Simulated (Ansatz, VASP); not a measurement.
One calculation of Gd, two programs

```
Gd
1.0
     3.64741    0.00000    0.00000
    -1.82370    3.15875    0.00000
     0.00000    0.00000    5.81816
Gd
2
Direct
  0.33333 0.66667 0.75000
  0.66667 0.33333 0.25000
```

Alike in both runs: functional PBE; k mesh 6 × 6 × 4; occupations gaussian, width 0.05 eV; collinear spin.

Ansatz relaxed the structure, and its values are those at the end. VASP's run is a single point on that final structure, the one shown.

```csv
,VASP,Ansatz
version,VASP 6.6.1,Ansatz 0.2.0
potentials or method,"VASP PAW PBE potentials, release 64 (Gd), cutoff 520 eV","scalar-relativistic, plane waves, PAW"
valence electrons in the cell,36,36
```

Ansatz gave:

- gap on the k mesh at the Fermi level (eV): none
- pressure (GPa): 0.0
- net moment per atom (μB): 7.70
- size of the moment on the site where the two differ most (μB): 7.39

Q: Estimate VASP's values.

A: gap on the k mesh at the Fermi level (eV): none; pressure (GPa): 0.0; net moment per atom (μB): 7.70; size of the moment on the site where the two differ most (μB): 7.01.

Site moments also hang on the region over which each program counts them. A gap of «none» marks a metal or a gap that the smearing closes.

Spin-orbit coupling is off throughout.
